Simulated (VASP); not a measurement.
Crystal: Mo.

```
Mo
1.0
    -2.46358    2.46358    1.34393
     2.46358   -2.46358    1.34393
     2.46358    2.46358   -1.34393
Mo
2
Direct
  0.00000 0.00000 0.00000
  0.75000 0.25000 0.50000
```

- Program: VASP 6.6.1
- Task: relaxation of cell and atoms
- Functional: PBEsol
- Potentials or basis: VASP PAW PBE potentials, release 64 (Mo_sv)
- Cutoff: 600 eV
- k mesh: 18 × 18 × 18
- Occupations: gaussian, width 0.1 eV
- Spin: no spin polarisation

At the start: pressure 0.8 GPa; volume 16.31 Å³/atom.

Question: How do energy, volume and symmetry change on relaxing?

Answer: Over 7 steps the energy falls by 15.0 meV/atom and the volume is 16.37 Å³/atom (+0.3 %); space group I4_1/amd (No. 141, to 0.1 Å) before and after.

The path:
```csv
step,energy change (eV),largest force (eV/Å),pressure (GPa),volume (Å³)
1,0.0000,0.0000,0.81,32.63
2,-0.0279,0.0000,-1.86,33.00
3,-0.0280,0.0000,-1.92,33.01
4,-0.0206,0.0000,4.28,32.15
5,-0.0299,0.0000,-0.04,32.74
6,-0.0299,0.0000,-0.07,32.74
7,-0.0299,0.0000,-0.06,32.73
```

Final structure:
```cif
data_structure
_symmetry_space_group_name_H-M 'P 1'
_symmetry_Int_Tables_number 1
_cell_length_a 3.7758
_cell_length_b 3.7758
_cell_length_c 3.7758
_cell_angle_alpha 96.841
_cell_angle_beta 96.841
_cell_angle_gamma 139.621
_cell_volume 32.73
loop_
_atom_site_label
_atom_site_type_symbol
_atom_site_fract_x
_atom_site_fract_y
_atom_site_fract_z
_atom_site_occupancy
Mo1 Mo 0.00000 0.00000 0.00000 1
Mo2 Mo 0.75000 0.25000 0.50000 1
```

Caveat: the PAW data sets were made with another functional, which shifts forces and pressure a little.
